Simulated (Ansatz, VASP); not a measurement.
## One calculation of SrCl2, two programs

Contents of INCAR:

```
  ALGO = Normal
  EDIFF = 1E-7
  ENCUT = 520
  GGA = PE
  ISIF = 2
  ISMEAR = 0
  LASPH = True
  LCHARG = False
  LREAL = False
  LWAVE = False
  NBANDS = 19
  NELM = 60
  PREC = Accurate
  SIGMA = 0.05
```

KPOINTS

```
k-points
0
Gamma
  6 6 6
```

Contents of POSCAR:

```
SrCl2
1.0
    0.0000000000      3.5168186642      3.7496320598
    3.5168186642      0.0000000000      3.7496320598
    3.5168186642      3.5168186642      0.0000000000
Sr Cl
1 2
Direct
    0.0000000000      0.0000000000      0.0000000000
    0.2500000000      0.2500000000      0.2500000000
    0.7500000000      0.7500000000      0.7500000000
```

Input for Ansatz:

```yaml
crystal:
  lattice:
    - [0.0, 3.5168186642, 3.7496320598]
    - [3.5168186642, 0.0, 3.7496320598]
    - [3.5168186642, 3.5168186642, 0.0]
  atoms:
    - { symbol: Sr, position: [0.0, 0.0, 0.0] }
    - { symbol: Cl, position: [0.25, 0.25, 0.25] }
    - { symbol: Cl, position: [0.75, 0.75, 0.75] }
basis:
  ecutwfc: 420
kpoints:
  mp_grid: { grid: [6, 6, 6] }
hamiltonian:
  xc: pbe
scf:
  occupations: { method: gaussian, width: 0.05 }
output:
  forces: true
  stress: true
  eigenvalues: true
```

Alike in both runs: task single point; functional PBE; k mesh 6 × 6 × 6; occupations gaussian, width 0.05 eV; no spin polarisation.

```csv
,VASP,Ansatz
version,VASP 6.6.1,Ansatz 0.2.0
potentials or method,"VASP PAW PBE potentials, release 64 (Sr_sv, Cl), cutoff 520 eV","scalar-relativistic, plane waves, PAW"
valence electrons in the cell,24,24
```

VASP gave:

* gap on the k mesh at the Fermi level (eV): 4.78
* least direct gap on the mesh (eV): 5.06
* pressure (GPa): -1.7
* traceless stress, the component that is largest in VASP (GPa): -1.93

Task: Estimate Ansatz's values.

Result: gap on the k mesh at the Fermi level (eV): 4.78; least direct gap on the mesh (eV): 5.06; pressure (GPa): -1.8; traceless stress, the component that is largest in VASP (GPa): -1.94.

With one functional, cell and mesh, what is left measures potentials, basis and numerics.
